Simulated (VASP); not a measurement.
Ba2SeO:

```
O Ba Se
1.0
     4.40105    0.00000    0.00000
     0.00000    4.40105    0.00000
     0.00000    0.00000    6.23515
O Ba Se
1 2 1
Cartesian
  0.0000 0.0000 0.0000
  0.0000 0.0000 3.1176
  2.2005 2.2005 0.0000
  2.2005 2.2005 3.1176
```

Base run:

```yaml
Program: VASP 6.6.1
Functional: PBE
Potentials_or_basis: VASP PAW PBE potentials, release 64 (O, Ba_sv, Se)
Cutoff: 520 eV
k_mesh: 6 × 6 × 4
Occupations: gaussian, width 0.01 eV
Spin: no spin polarisation
```

Its results: band gap on the k mesh 1.41 eV; pressure 1.1 GPa.

Question: The run is repeated on the same cell with these changes: functional from PBE to r2SCAN. What comes out?

Answer: Band gap on the k mesh 1.75 eV; pressure 0.7 GPa.

Caveats: spin-orbit coupling is left out, which moves the levels of the heavy elements; the PAW data sets were made with another functional, which shifts forces and pressure a little (at least some runs).

A k mesh can miss the band edges.
